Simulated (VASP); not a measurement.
YbH3:

```
Yb H
1.0
     0.00000    2.60497    2.60497
     2.60497    0.00000    2.60497
     2.60497    2.60497    0.00000
Yb H
1 3
Direct
  0.00000 0.00000 0.00000
  0.50000 0.50000 0.50000
  0.25000 0.25000 0.25000
  0.75000 0.75000 0.75000
```

Base run:

```yaml
Program: VASP 6.6.1
Functional: PBE
Potentials_or_basis: VASP PAW PBE potentials, release 64 (Yb, H)
Cutoff: 520 eV
k_mesh: 9 × 9 × 9
Occupations: fermi-dirac, width 0.05 eV
Spin: collinear spin, ferromagnetic start
Starting_moments: "[1.0, 0.0, 0.0, 0.0] μB"
Hubbard_terms: Yb f U = 5.0 eV
```

Its results: net moment -0.64 μB per cell; site moments Yb -0.60; H +0.00, -0.01 μB.

Problem. The run is repeated on the same cell with these changes: hubbard terms from Yb f U = 5.0 eV to Yb f U = 6.0 eV. What comes out?

Solution. Net moment 0.05 μB per cell; site moments Yb +0.04; H +0.00 μB.
